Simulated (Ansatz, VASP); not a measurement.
# One calculation of Sr, two programs

```xyz
1
Lattice="-2.2770 2.2770 2.2770 2.2770 -2.2770 2.2770 2.2770 2.2770 -2.2770" Properties=species:S:1:pos:R:3 pbc="T T T"
Sr    0.0000    0.0000    0.0000
```

Alike in both runs: task single point; functional PBEsol; k mesh 11 × 11 × 11; occupations fermi-dirac, width 0.1 eV; no spin polarisation.

|  | VASP | Ansatz |
| --- | --- | --- |
| version | VASP 6.6.1 | Ansatz 0.2.0 |
| potentials or method | VASP PAW PBE potentials, release 64 (Sr_sv), cutoff 520 eV | plane waves (420 eV) with PAW, scalar-relativistic |
| valence electrons in the cell | 10 | 10 |

```csv
,VASP,Ansatz,Ansatz less VASP
pressure (GPa),1.2,1.2,-0.02
```

VASP's potentials were made for PBE, not for PBEsol, and Ansatz warns of the same on its side.
